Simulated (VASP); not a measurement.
Input of a VASP 6.6.1 run:

POSCAR

```
Au
1.0
    3.0042118584      0.0000000000      0.0000000000
   -1.5021059292      2.6017237878      0.0000000000
    0.0000000000      0.0000000000     10.0604346174
Au
4
Direct
    1.0000000000      1.0000000000      0.0000000000
    1.0000000000      1.0000000000      0.5000000000
    0.3333333333      0.6666666667      0.2500000000
    0.6666666667      0.3333333333      0.7500000000
```

The input INCAR.step1:

```
PREC = Accurate
ENCUT = 520
ISMEAR = -1
SIGMA = 0.1
LREAL = False
LASPH = True
NELM = 80
NBANDS = 30
GGA = PE
ALGO = Normal
EDIFF = 1E-4
LWAVE = True
LCHARG = False
```

Contents of INCAR.step2:

```
PREC = Accurate
ENCUT = 520
EDIFF = 1E-6
ISMEAR = -1
SIGMA = 0.1
LREAL = False
LASPH = True
NELM = 80
ALGO = Normal
ISIF = 2
LWAVE = False
LCHARG = False
METAGGA = R2SCAN
LMIXTAU = True
NBANDS = 30
ISTART = 1
```

File KPOINTS:

```
Automatic mesh
0
Gamma
  14 14 4
```

Potentials or basis: VASP PAW PBE potentials, release 64 (Au).

Run with:

```bash
$ cat potpaw_PBE.64/Au/POTCAR > POTCAR
$ cp INCAR.step1 INCAR
$ mpirun -np 1 vasp_std > vasp.out
$ cp INCAR.step2 INCAR
$ mpirun -np 1 vasp_std > vasp.out
```

(1) Estimate the pressure.

(2) What does it give for the band gap on the k mesh?

Results:

(1) -12.1 GPa.

(2) zero (bands 22 and 23 overlap by 4.69 eV).

Caveat: the cell stands under tension; the PAW data sets were made with another functional, which shifts forces and pressure a little; spin-orbit coupling is left out, which moves the levels of the heavy elements.
